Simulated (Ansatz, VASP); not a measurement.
# Nb3WC4 in VASP and in Ansatz

```xyz
8
Lattice="5.1438 0.0000 0.0000 -2.5719 4.4547 0.0000 0.0000 0.0000 4.3052" Properties=species:S:1:pos:R:3 pbc="T T T"
Nb    2.5719    0.0000    2.1526
Nb   -1.2860    2.2273    2.1526
Nb    1.2860    2.2273    2.1526
W     0.0000    0.0000    0.0000
C     0.0000    0.0000    2.1526
C     2.5719    0.0000    0.0000
C    -1.2860    2.2273    0.0000
C     1.2860    2.2273    0.0000
```

Alike in both runs: functional PBE; k mesh 3 × 3 × 4; occupations gaussian, width 0.2 eV; no spin polarisation.

Ansatz relaxed the structure, and its values are those at the end. VASP's run is a single point on that final structure, the one shown.

|  | VASP | Ansatz |
| --- | --- | --- |
| version | VASP 6.6.1 | Ansatz 0.2.0 |
| potentials or method | VASP PAW PBE potentials, release 64 (Nb_sv, W_sv, C), cutoff 600 eV | scalar-relativistic, plane waves, PAW |
| valence electrons in the cell | 69 | 69 |

Ansatz gave:

```
gap on the k mesh at the Fermi level (eV) : none
pressure (GPa)                            : -0.1
```

Question: Which values does VASP return?

Answer: gap on the k mesh at the Fermi level (eV): none; pressure (GPa): -0.2.

A gap of «none» marks a metal or a gap that the smearing closes.

The k mesh is coarse, so the values compare programs but aren't converged. Spin-orbit coupling is off throughout.
